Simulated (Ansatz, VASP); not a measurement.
## C in VASP and in Ansatz

File POSCAR:

```
C
1.0
    0.0000000000      1.7834000000      1.8547360000
    1.7834000000      0.0000000000      1.8547360000
    1.7834000000      1.7834000000      0.0000000000
C
2
Direct
    0.5000000000      0.5000000000      0.5000000000
    0.7500000000      0.7500000000      0.7500000000
```

The input INCAR.step1:

```
  ALGO = Normal
  EDIFF = 1E-4
  ENCUT = 520
  GGA = PE
  ISMEAR = 0
  LASPH = True
  LCHARG = False
  LREAL = False
  LWAVE = True
  NBANDS = 11
  NELM = 100
  PREC = Accurate
  SIGMA = 0.05
```

File INCAR.step2:

```
  ALGO = Normal
  EDIFF = 1E-6
  ENCUT = 520
  ISIF = 2
  ISMEAR = 0
  ISTART = 1
  LASPH = True
  LCHARG = False
  LMIXTAU = True
  LREAL = False
  LWAVE = False
  METAGGA = R2SCAN
  NBANDS = 11
  NELM = 100
  PREC = Accurate
  SIGMA = 0.05
```

Contents of KPOINTS:

```
k-points
0
Gamma
  12 12 12
```

Input for Ansatz:

```yaml
crystal:
  lattice:
    - [0.0, 1.7834, 1.854736]
    - [1.7834, 0.0, 1.854736]
    - [1.7834, 1.7834, 0.0]
  atoms:
    - { symbol: C, position: [0.5, 0.5, 0.5] }
    - { symbol: C, position: [0.75, 0.75, 0.75] }
basis:
  ecutwfc: 500
kpoints:
  mp_grid: { grid: [12, 12, 12] }
hamiltonian:
  xc: r2scan
scf:
  occupations: { method: gaussian, width: 0.05 }
output:
  forces: true
  stress: true
  eigenvalues: true
```

Change from the starting cell: strain +0.000 along x and y, +0.040 along z, atoms carried along.

Alike in both runs: task single point; functional r2SCAN; k mesh 12 × 12 × 12; occupations gaussian, width 0.05 eV; no spin polarisation.

```csv
,VASP,Ansatz
version,VASP 6.6.1,Ansatz 0.2.0
potentials or method,"VASP PAW PBE potentials, release 64 (C), cutoff 520 eV","scalar-relativistic, plane waves, PAW"
valence electrons in the cell,8,8
```

|  | VASP | Ansatz | Ansatz less VASP |
| --- | --- | --- | --- |
| gap on the k mesh at the Fermi level (eV) | 3.74 | 3.77 | +0.028 |
| least direct gap on the mesh (eV) | 5.36 | 5.40 | +0.041 |
| pressure (GPa) | -17.5 | -18.5 | -0.94 |
| traceless stress, the component that is largest in VASP (GPa) | -25.60 | -25.64 | -0.040 |

VASP's potentials were made for PBE, not for r2SCAN. With one functional, cell and mesh, what is left measures potentials, basis and numerics.
